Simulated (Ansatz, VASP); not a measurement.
One calculation of Al2Cu, two programs

```
CELL_PARAMETERS angstrom
4.10518 0.00000 0.00000
0.00000 4.10518 0.00000
0.00000 0.00000 2.89131
ATOMIC_POSITIONS crystal
Al 0.50000 0.00000 0.50000
Al 0.00000 0.50000 0.50000
Cu 0.00000 0.00000 0.00000
```

Alike in both runs: task single point; functional r2SCAN; k mesh 10 × 10 × 14; occupations fermi-dirac, width 0.05 eV; no spin polarisation.

|  | VASP | Ansatz |
| --- | --- | --- |
| version | VASP 6.6.1 | Ansatz 0.2.0 |
| potentials or method | VASP PAW PBE potentials, release 64 (Al, Cu), cutoff 520 eV | scalar-relativistic, plane waves, PAW |
| valence electrons in the cell | 17 | 25 |

```csv
,VASP,Ansatz,Ansatz less VASP
gap on the k mesh at the Fermi level (eV),none,none,-
pressure (GPa),-2.3,-2.2,+0.17
"traceless stress, the component that is largest in VASP (GPa)",-0.67,-0.71,-0.034
```

VASP's potentials were made for PBE, not for r2SCAN. A gap of «none» marks a metal or a gap that the smearing closes. VASP's potentials hold 17 valence electrons a cell and Ansatz's 25, so a difference there can come from the potentials and not from the codes.
